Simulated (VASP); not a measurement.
# AlNi: single point with PBEsol

The system is AlNi.

```
Al Ni
1.0
    -2.86217    0.00000   -2.86217
     0.00000   -2.86217   -2.86217
    -2.86217   -2.86217    0.00000
Al Ni
2 2
Direct
  0.50000 0.50000 0.50000
  0.00000 0.00000 0.00000
  0.22904 0.22904 0.27096
  0.77096 0.77096 0.72904
```

This cell differs from its parent crystal: atoms displaced along a vibrational mode.

* Program: VASP 6.6.1
* Task: single point
* Functional: PBEsol
* Potentials or basis: VASP PAW PBE potentials, release 64 (Al, Ni)
* Cutoff: 600 eV
* k mesh: 18 × 18 × 18
* Occupations: gaussian, width 0.15 eV
* Spin: no spin polarisation
* Dipole correction: no
* Further INCAR settings: ALGO = Normal; EDIFF = 1e-06; NBANDS = 21

```
Pressure               : 1.7 GPa
Largest force          : 0.850 eV/Å
Band gap on the k mesh : zero (bands 13 and 14 overlap by 2.75 eV)
```

Forces on the atoms (eV/Å):
```
Al   0.000  0.000  0.000
Al   0.000  0.000  0.000
Ni   0.000  0.000 -0.850
Ni   0.000  0.000  0.850
```

Stress tensor (GPa, compression positive):
```
1.09 0.00 0.00
0.00 1.09 0.00
0.00 0.00 2.79
```

Levels at points of the mesh, in eV from the Fermi level:
```
           k point  band 9  band 10  band 11  band 12  band 13  band 14  band 15  band 16  band 17  band 18
(0.00, 0.00, 0.00)   -1.59    -1.07    -1.04     2.01     2.05     2.05     4.01     4.51     4.51     4.54
(0.50, 0.00, 0.00)   -2.31    -2.13    -2.05    -1.92     1.79     2.13     2.51     2.69     4.27     4.34
(0.50, 0.50, 0.00)   -2.31    -2.06    -2.06    -1.52    -1.11    -0.61     1.48     2.60     8.40    10.12
(0.00, 0.50, 0.50)   -2.22    -2.22    -2.14    -1.37    -1.06    -0.66     1.49     2.54     8.40    10.11
```

Run time: 4.6 min on 1 thread of AMD EPYC 9R45 96-Core Processor (Zen 5), with other jobs on the host, peak memory 0.55 GiB.

Caveat: the cell differs from its parent crystal (atoms displaced along a vibrational mode); the PAW data sets were made with another functional, which shifts forces and pressure a little. Spin polarisation is off, so any magnetic state and its effect on volume and gap are missing.
